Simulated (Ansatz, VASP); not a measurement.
Two plane-wave programs on KF

```
CELL_PARAMETERS angstrom
0.00000 2.93540 2.93540
2.93540 0.00000 2.93540
2.93540 2.93540 0.00000
ATOMIC_POSITIONS crystal
K 0.00000 0.00000 0.00000
F 0.25000 0.25000 0.25000
```

Alike in both runs: task single point; functional r2SCAN; k mesh 6 × 6 × 6; no spin polarisation.

|  | VASP | Ansatz |
| --- | --- | --- |
| version | VASP 6.6.1 | Ansatz 0.2.0 |
| potentials or method | VASP PAW PBE potentials, release 64 (K_sv, F) | plane waves, PAW |
| plane-wave cutoff (eV) | 520 | 500 |
| occupations | gaussian, width 0.01 eV | fixed |
| valence electrons in the cell | 16 | 16 |

```csv
,VASP,Ansatz,Ansatz less VASP
gap on the k mesh at the Fermi level (eV),5.74,5.75,+0.005
pressure (GPa),0.0,0.0,+0.01
```

VASP's potentials were made for PBE, not for r2SCAN.
